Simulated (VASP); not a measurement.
Na3OF, 5 atoms in the cell. It takes space group Pm-3m (No. 221, cubic). The conventional cell has a = 4.363 Å, b = 4.363 Å, c = 4.363 Å, α = 90.00°, β = 90.00°, γ = 90.00°. F (site symmetry m-3m) has 12 Na at 3.08 Å and 8 O at 3.78 Å within 4.1 Å. O (site symmetry m-3m) has 6 Na at 2.18 Å within 2.9 Å. Na (site symmetry 4/mmm) has 2 O at 2.18 Å within 2.9 Å. 

| Property | Result |
| --- | --- |
| Program | VASP 6.6.1 |
| Task | single point |
| Functional | PBE |
| Potentials or basis | VASP PAW PBE potentials, release 64 (F, O, Na_pv) |
| Cutoff | 520 eV |
| k mesh | 6 × 6 × 6 |
| Occupations | gaussian, width 0.01 eV |
| Spin | no spin polarisation |
| Dipole correction | no |
| Further INCAR settings | ALGO = Normal; EDIFF = 1e-07; NBANDS = 25 |

Potentials or basis: VASP PAW PBE potentials, release 64 (F, O, Na_pv).

The run is started by

```bash
$ cat potpaw_PBE.64/F/POTCAR potpaw_PBE.64/O/POTCAR potpaw_PBE.64/Na_pv/POTCAR > POTCAR
$ mpirun -np 1 vasp_std > vasp.out
```

Hardware: 1 thread of Intel(R) Xeon(R) 6975P-C (Granite Rapids), with other jobs on the host.

Question: Estimate the wall time of this run.

Answer: Wall time 11 s on 1 thread of Intel(R) Xeon(R) 6975P-C (Granite Rapids), with other jobs on the host, peak memory 0.18 GiB. Counts: scf iterations 15, k points 20.
